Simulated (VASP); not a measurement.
# CuI (Cmcm) in VASP: a series of runs, part 2 of 2

VASP 6.6.1. The steps go on from the part before.

## 3. Single point, LDA (equal xx and yy strain of +1 %)

Input file INCAR:

```
SYSTEM = CuI
PREC = Accurate ; ENCUT = 520
EDIFF = 1E-6 ; ISMEAR = -1
SIGMA = 0.02 ; LREAL = .False.
LASPH = .True. ; NELM = 80
ALGO = Normal ; ISIF = 2
LWAVE = .False. ; LCHARG = .False.
NBANDS = 26
```

Input file KPOINTS:

```
regular mesh
0
Gamma
  5 5 6
  0 0 0
```

Input file POSCAR:

```
CuI
1.0
    3.7704992659     -3.7481972337      0.0000000000
    3.7704992659      3.7481972337      0.0000000000
    0.0000000000      0.0000000000      4.3069976700
Cu I
2 2
Direct
    0.4204388300      0.5795611700      0.7500000000
    0.5795611700      0.4204388300      0.2500000000
    0.7700426800      0.2299573200      0.7500000000
    0.2299573200      0.7700426800      0.2500000000
```

Potentials or basis: VASP PAW LDA potentials, release 64 (Cu, I).

The run is started by

```sh
$ cat potpaw_LDA.64/Cu/POTCAR potpaw_LDA.64/I/POTCAR > POTCAR
$ mpirun -np 1 vasp_std > vasp.out
```

OUTCAR:

```text
SYSTEM = CuI
   PREC = Accurate
   ENCUT = 520
   EDIFF = 1E-6
   ISMEAR = -1
   LREAL = .False.
   LASPH = .True.
   NELM = 80
   ISIF = 2

 ion  position               nearest neighbor table
   1  0.420  0.580  0.750-   2 2.46   2 2.46   4 2.58   4 2.58   3 2.62
   2  0.580  0.420  0.250-   1 2.46   1 2.46   3 2.58   3 2.58   4 2.62
   3  0.770  0.230  0.750-   2 2.58   2 2.58   1 2.62
   4  0.230  0.770  0.250-   1 2.58   1 2.58   2 2.62

  LATTYP: Found a base centered orthorhombic cell.
 ALAT       =     7.4963944674
 B/A-ratio  =     1.0059500690
 C/A-ratio  =     0.5745425603

  Lattice vectors:

 A1 = (  -3.7704992659,  -3.7481972337,   0.0000000000)
 A2 = (   3.7704992659,  -3.7481972337,   0.0000000000)
 A3 = (   0.0000000000,   0.0000000000,   4.3069976700)

Analysis of symmetry for initial positions (statically):
=====================================================================
 Subroutine PRICEL returns:
 Original cell was already a primitive cell.

 Routine SETGRP: Setting up the symmetry group for a
 base centered orthorhombic supercell.

 Subroutine GETGRP returns: Found  8 space group operations
 (whereof  4 operations were pure point group operations)
 out of a pool of  8 trial point group operations.

The static configuration has the point symmetry C_2h.
 The point group associated with its full space group is D_2h.

Analysis of symmetry for dynamics (positions and initial velocities):
=====================================================================
 Subroutine PRICEL returns:
 Original cell was already a primitive cell.

 Routine SETGRP: Setting up the symmetry group for a
 base centered orthorhombic supercell.

 Subroutine GETGRP returns: Found  8 space group operations
 (whereof  4 operations were pure point group operations)
 out of a pool of  8 trial point group operations.

The dynamic configuration has the point symmetry C_2h.
 The point group associated with its full space group is D_2h.

 Subroutine INISYM returns: Found  8 space group operations
 (whereof  4 operations are pure point group operations),
 and found     1 'primitive' translations

----------------------------------------------------------------------------------------

                                     Primitive cell

  volume of cell :     121.7379

  direct lattice vectors                    reciprocal lattice vectors
     3.770499266 -3.748197234  0.000000000     0.132608433 -0.133397463  0.000000000
     3.770499266  3.748197234  0.000000000     0.132608433  0.133397463  0.000000000
     0.000000000  0.000000000  4.306997670     0.000000000  0.000000000  0.232180297

  length of vectors
     5.316544669  5.316544669  4.306997670     0.188095400  0.188095400  0.232180297

  position of ions in fractional coordinates (direct lattice)
     0.420438830  0.579561170  0.750000000
     0.579561170  0.420438830  0.250000000
     0.770042680  0.229957320  0.750000000
     0.229957320  0.770042680  0.250000000

  ion indices of the primitive-cell ions
   primitive index   ion index
                 1           1
                 2           2
                 3           3
                 4           4

----------------------------------------------------------------------------------------

 KPOINTS: regular mesh

Automatic generation of k-mesh.
 Grid dimensions read from file:
 generate k-points for:    5    5    6

 Generating k-lattice:

  Cartesian coordinates                     Fractional coordinates (reciprocal lattice)
     0.026521687 -0.026679493  0.000000000     0.200000000  0.000000000  0.000000000
     0.026521687  0.026679493  0.000000000     0.000000000  0.200000000  0.000000000
     0.000000000  0.000000000  0.038696716     0.000000000  0.000000000  0.166666667

  Length of vectors
     0.037619080  0.037619080  0.038696716

  Shift w.r.t. Gamma in fractional coordinates (k-lattice)
     0.000000000  0.000000000  0.000000000

 Subroutine IBZKPT returns following result:
 ===========================================

 Found     36 irreducible k-points:

 Following reciprocal coordinates:
            Coordinates               Weight
  0.000000  0.000000  0.000000      1.000000
  0.200000  0.000000  0.000000      4.000000
  0.400000  0.000000  0.000000      4.000000
  0.200000  0.200000  0.000000      2.000000
  0.400000  0.200000  0.000000      4.000000
 -0.400000  0.200000  0.000000      4.000000
[... 16 lines left out ...]
  0.400000  0.200000  0.333333      8.000000
 -0.400000  0.200000  0.333333      8.000000
 [... further k-points ...]
   k-points           NKPTS =     36   k-points in BZ     NKDIM =     36   number of bands    NBANDS=     26
   number of dos      NEDOS =    301   number of ions     NIONS =      4
   total plane-waves  NPLWV =  51200
   dimension x,y,z NGX =    40 NGY =   40 NGZ =   32
   dimension x,y,z NGXF=    80 NGYF=   80 NGZF=   64
   ions per type =               2   2
   NGX,Y,Z   is equivalent  to a cutoff of  12.51, 12.51, 12.35 a.u.
   NGXF,Y,Z  is equivalent  to a cutoff of  25.02, 25.02, 24.70 a.u.
 SYSTEM =  CuI
   PREC   = accura    normal or accurate (medium, high low for compatibility)
   ISTART =      0    job   : 0-new  1-cont  2-samecut
   ICHARG =      2    charge: 1-file 2-atom 10-const
   ISPIN  =      1    spin polarized calculation?
   LNONCOLLINEAR =      F non collinear calculations
   LSORBIT =      F    spin-orbit coupling
   LASPH  =      T    aspherical Exc in radial PAW
   ENCUT  =  520.0 eV  38.22 Ry    6.18 a.u.   9.89  9.89  8.01*2*pi/ulx,y,z
   NELM   =     80;   NELMIN=  2; NELMDL= -5     # of ELM steps
   EDIFF  = 0.1E-05   stopping-criterion for ELM
   LREAL  =      F    real-space projection
   EDIFFG = 0.1E-04   stopping-criterion for IOM
   NSW    =      0    number of steps for IOM
   IBRION =     -1    ionic relax: 0-MD 1-quasi-New 2-CG
   NFREE  =      0    steps in history (QN), initial steepest desc. (CG)
   ISIF   =      2    stress and relaxation
   ISYM   =      2    0-nonsym 1-usesym 2-fastsym
   POTIM  = 0.5000    time-step for ionic-motion
   TEBEG  =    0.0;   TEEND  =   0.0 temperature during run
   PSTRESS=    0.0 pullay stress
   NELECT =      36.0000    total number of electrons
   NUPDOWN=      -1.0000    fix difference up-down
   EMIN   =  10.00;   EMAX   =-10.00  energy-range for DOS
   EFERMI =   0.00;   METHOD = LEGACY
   ISMEAR =    -1;   SIGMA  =   0.02  broadening in eV -4-tet -1-fermi 0-gaus
   EFERMI_NEDOS =   21; number of points for ismear=-14 and -15
   IALGO  =     38    algorithm
   IMIX   =      4    mixing-type and parameters
     AMIX     =   0.40;   BMIX     =  1.00
     AMIX_MAG =   1.60;   BMIX_MAG =  1.00
  volume/ion in A,a.u.               =      30.43       205.38
  Fermi-wavevector in a.u.,A,eV,Ry     =   1.090688  2.061101 16.185481  1.189599
  Thomas-Fermi vector in A             =   2.226917
   LORBIT       =      0    0 simple, 1 ext, 2 COOP (PROOUT), +10 PAW based schemes
   GGA     = CA    functional components
   LHFCALC =     F    Hartree Fock is set to
   AEXX    =    0.0000 exact exchange contribution
   IVDW    =     0    specifies the selected vdW correction
   LEPSILON=     F    determine dielectric tensor
   LRPA    =     F    only Hartree local field effects (RPA)
 non-spin polarized calculation
  energy-cutoff  :      520.00
  volume of cell :      121.74
 maximum number of plane-waves:      3292
   NGX = 19   NGY = 19   NGZ = 17

 number of electron      35.9999981 magnetization

 Free energy of the ion-electron system (eV)
  ---------------------------------------------------
  ext. energy  EPLUGINS =         0.00000000
  ---------------------------------------------------
  free energy    TOTEN  =       -13.46953013 eV

  energy without entropy =      -13.46953013  energy(sigma->0) =      -13.46953013

 E-fermi :   3.7707     XC(G=0):  -8.8842

 val. band max:        3.3935431756   @ k =   0.0000   0.0000   0.0000
 cond. band min:       4.2516676448   @ k =   0.0000   0.0000   0.0000
 fundamental gap:      0.8581244692
 Fermi energy:         3.7706898121

 k-point     1 :       0.0000    0.0000    0.0000
  band No.  band energies     occupation
      1     -10.3572      2.00000
      2      -9.6571      2.00000
      3      -2.0889      2.00000
      4      -0.7732      2.00000
      5      -0.5435      2.00000
      6      -0.4332      2.00000
[... 685 lines left out ...]
     25      10.8582      0.00000
     26      11.3290      0.00000

 [... further k-points ...]

------------------------ aborting loop because EDIFF is reached ----------------------------------------

  FORCE on cell =-STRESS in cart. coord.  units (eV):
  Direction    XX          YY          ZZ          XY          YZ          ZX
  --------------------------------------------------------------------------------------
  -------------------------------------------------------------------------------------
  Total       -1.0784495     -3.4665868     -3.6285268      0.0000000      0.0000000      0.0000000
  in kB      -14.1933353    -45.6233045    -47.7545757      0.0000000      0.0000000      0.0000000
  external PRESSURE =     -35.8570718 kB  Pullay stress =       0.0000000 kB

 VOLUME and BASIS-vectors are now :
 -----------------------------------------------------------------------------
  energy-cutoff  :      520.00
  volume of cell :      121.74
      direct lattice vectors                 reciprocal lattice vectors
     3.770499266 -3.748197234  0.000000000     0.132608433 -0.133397463  0.000000000
     3.770499266  3.748197234  0.000000000     0.132608433  0.133397463  0.000000000
     0.000000000  0.000000000  4.306997670     0.000000000  0.000000000  0.232180297

 POSITION                                       TOTAL-FORCE (eV/Angst)
 -----------------------------------------------------------------------------------
      3.77050      0.59642      3.23025         0.000000     -0.061413      0.000000
      3.77050     -0.59642      1.07675         0.000000      0.061413     -0.000000
      3.77050     -2.02435      3.23025         0.000000      0.531974     -0.000000
      3.77050      2.02435      1.07675         0.000000     -0.531974     -0.000000
 -----------------------------------------------------------------------------------
    total drift:                                0.000000     -0.000000      0.000000

  FREE ENERGIE OF THE ION-ELECTRON SYSTEM (eV)
  ---------------------------------------------------
  free  energy   TOTEN  =       -13.4695301308 eV

  energy  without entropy=      -13.4695301308  energy(sigma->0) =      -13.46953013
```

OSZICAR:

```text
N       E                     dE             d eps       ncg     rms          rms(c)
DAV:   1     0.272275371964E+03    0.27228E+03   -0.14677E+04  1872   0.146E+03
DAV:   2     0.141302374526E+02   -0.25815E+03   -0.24488E+03  1884   0.307E+02
DAV:   3    -0.127656939528E+02   -0.26896E+02   -0.26211E+02  2520   0.123E+02
DAV:   4    -0.142113296667E+02   -0.14456E+01   -0.14408E+01  2582   0.254E+01
DAV:   5    -0.142604150843E+02   -0.49085E-01   -0.49076E-01  2888   0.463E+00    0.947E+00
DAV:   6    -0.139965565887E+02    0.26386E+00   -0.11684E+01  2280   0.788E+01    0.617E+00
DAV:   7    -0.134713350127E+02    0.52522E+00   -0.27019E+00  2314   0.495E+01    0.298E+00
DAV:   8    -0.134872242023E+02   -0.15889E-01   -0.35681E-01  2892   0.901E+00    0.103E+00
DAV:   9    -0.134695063139E+02    0.17718E-01   -0.84752E-02  2552   0.752E+00    0.522E-01
DAV:  10    -0.134702857159E+02   -0.77940E-03   -0.56935E-03  2890   0.103E+00    0.369E-01
DAV:  11    -0.134694910515E+02    0.79466E-03   -0.28214E-03  2354   0.153E+00    0.121E-01
DAV:  12    -0.134695283365E+02   -0.37285E-04   -0.64155E-04  2518   0.133E-01    0.340E-02
DAV:  13    -0.134695310980E+02   -0.27614E-05   -0.19624E-05  2526   0.358E-02    0.530E-02
DAV:  14    -0.134695301308E+02    0.96714E-06   -0.24779E-06  1776   0.447E-02
   1 F= -.13469530E+02 E0= -.13469530E+02  d E =-.368822E-10
```

stdout:

```text
POSCAR found type information on POSCAR CuI
 POSCAR found :  2 types and       4 ions
 scaLAPACK will be used
 LDA part: xc-table for (Slater(with rela. corr.)+CA(PZ))
 , standard interpolation
 POSCAR, INCAR and KPOINTS ok, starting setup
 FFT: planning ... GRIDC
 FFT: planning ... GRID_SOFT
 FFT: planning ... GRID
 WAVECAR not read
 entering main loop
```

It took 49 s on 1 thread of Intel Xeon Platinum 8488C (Sapphire Rapids), shared host; peak memory 0.24 GiB.

What came out:

```
Free energy            : -13.4695 eV
Pressure               : -3.6 GPa
Largest force          : 0.532 eV/Å
Band gap on the k mesh : 0.86 eV, direct
```

Forces in eV/Å, atoms in the order of the input:
```
Cu   0.000 -0.061  0.000
Cu   0.000  0.061  0.000
I    0.000  0.532  0.000
I    0.000 -0.532  0.000
```

Stress tensor (GPa, compression positive):
```
-1.42  0.00  0.00
 0.00 -4.56  0.00
 0.00  0.00 -4.78
```

Levels at points of the mesh, in eV from the valence-band top:
```
           k point  band 16  band 17  band 18  band 19  band 20  band 21
(0.00, 0.00, 0.00)    -1.48    -0.94     0.00     0.86     1.70     2.44
(0.00, 0.00, 0.50)    -1.83    -1.56    -1.56     3.53     3.53     3.77
```

Caveat: the cell differs from its parent crystal (equal xx and yy strain of +1 %); spin-orbit coupling is left out, which moves the levels of the heavy elements.
